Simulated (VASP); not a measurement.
A run of VASP 6.6.1 is set up as follows.

Contents of INCAR:

```
SYSTEM = Sr4Ir
PREC     = Accurate       ! precision mode
ENCUT    = 520            ! plane-wave cutoff, eV
EDIFF    = 1E-7           ! SCF threshold, eV
ISMEAR   = 0              ! smearing method
SIGMA    = 0.1            ! smearing width, eV
LREAL    = .False.        ! projectors in reciprocal space
LASPH    = .True.         ! aspherical terms in the spheres
NELM     = 60             ! most SCF steps
ALGO     = Fast           ! electronic algorithm
ISIF     = 2              ! what is computed and relaxed
LWAVE    = .False.        ! write WAVECAR
LCHARG   = .False.        ! write CHGCAR
GGA      = PE             ! functional
NBANDS   = 32             ! bands
```

File KPOINTS:

```
Automatic mesh
0
Gamma
  4 4 4
  0 0 0
```

The input POSCAR:

```
Sr4Ir
1.0
    6.4043778700      0.0000000000      0.0000000000
    0.0000000000      6.4043778700      0.0000000000
    0.0000000000      0.0000000000      6.4043778700
Sr Ir
4 1
Direct
    0.0000000000      0.5000000000      0.5000000000
    0.5000000000      0.0000000000      0.5000000000
    0.5000000000      0.5000000000      0.0000000000
    0.0000000000      0.0000000000      0.0000000000
    0.5000000000      0.5000000000      0.5000000000
```

Potentials or basis: VASP PAW PBE potentials, release 64 (Sr_sv, Ir).

Launch:

```bash
$ cat potpaw_PBE.64/Sr_sv/POTCAR potpaw_PBE.64/Ir/POTCAR > POTCAR
$ mpirun -np 1 vasp_std > vasp.out
```

Task: Predict the pressure.

Result: -3.2 GPa.

Task: Predict the band gap on the k mesh.

Result: Zero (an odd number of electrons rules out a gap without spin polarisation).

Caveat: the cell stands under tension; spin-orbit coupling is left out, which moves the levels of the heavy elements.
